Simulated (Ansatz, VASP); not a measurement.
**Two plane-wave programs on Y**

```xyz
1
Lattice="-2.0194 2.0194 2.0194 2.0194 -2.0194 2.0194 2.0194 2.0194 -2.0194" Properties=species:S:1:pos:R:3 pbc="T T T"
Y     0.0000    0.0000    0.0000
```

Alike in both runs: task relaxation of cell and atoms; functional PBE; k mesh 14 × 14 × 14; occupations fermi-dirac, width 0.05 eV; non-collinear spin, spin-orbit coupling.

```csv
,VASP,Ansatz
version,VASP 6.6.1,Ansatz 0.2.0
potentials or method,"VASP PAW PBE potentials, release 64 (Y_sv)","PAW with Ansatz's default frozen-core files, fully relativistic files with spin-orbit coupling"
plane-wave cutoff (eV),500,420
valence electrons in the cell,11,11
```

```tsv
	VASP	Ansatz	Ansatz less VASP
relaxed volume (Å³/atom)	32.87	32.94	+0.075
relaxed length of the cell vector where the two differ most in proportion (Å)	3.495	3.498	+0.0027
```
